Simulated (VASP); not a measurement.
Runs of VASP 6.6.1 on HfIn4SiO6. The structure is that of space group Cm (No. 8), or close to it. The cells are those of the table. 

```csv
level,cell,k mesh,gap on the mesh (eV),pressure (GPa),largest force (eV/Å)
PBE,"a = 6.446, b = 6.446, c = 6.494 Å, angles 96.8, 96.8, 119.8°, 12 atoms",3 × 3 × 2,0.79,-0.3,0.19
PBE+D4,"a = 6.266, b = 6.266, c = 6.587 Å, angles 96.7, 96.7, 122.1°, 12 atoms",4 × 4 × 3,(c),-0.3,(b)
revPBE,"a = 6.446, b = 6.446, c = 6.494 Å, angles 96.8, 96.8, 119.8°, 12 atoms",4 × 4 × 3,0.59,(a),0.18
PBE,"a = 6.446, b = 6.446, c = 6.494 Å, angles 96.8, 96.8, 119.8°, 12 atoms",3 × 3 × 3,0.65,-0.2,0.20
PBE+D3(BJ),"a = 6.268, b = 6.268, c = 6.591 Å, angles 96.7, 96.7, 122.3°, 12 atoms",4 × 4 × 3,0.61,-0.3,0.20
```

Alike in all rows: task single point; potentials or basis VASP PAW PBE potentials, release 64 (Hf_pv, In_d, Si, O); no spin polarisation; cutoff (eV) 520; smearing fermi-dirac 0.05 eV.

Problem. Fill in the values left out.

Solution. (a) 1.5; (b) 0.21; (c) 0.60.

Caveats: some runs use coarse meshes; spin-orbit coupling is left out, which moves the levels of the heavy elements; the PAW data sets were made with another functional, which shifts forces and pressure a little (some runs).

A k mesh can miss the band edges, and the runs leave out spin-orbit coupling on Hf, In.
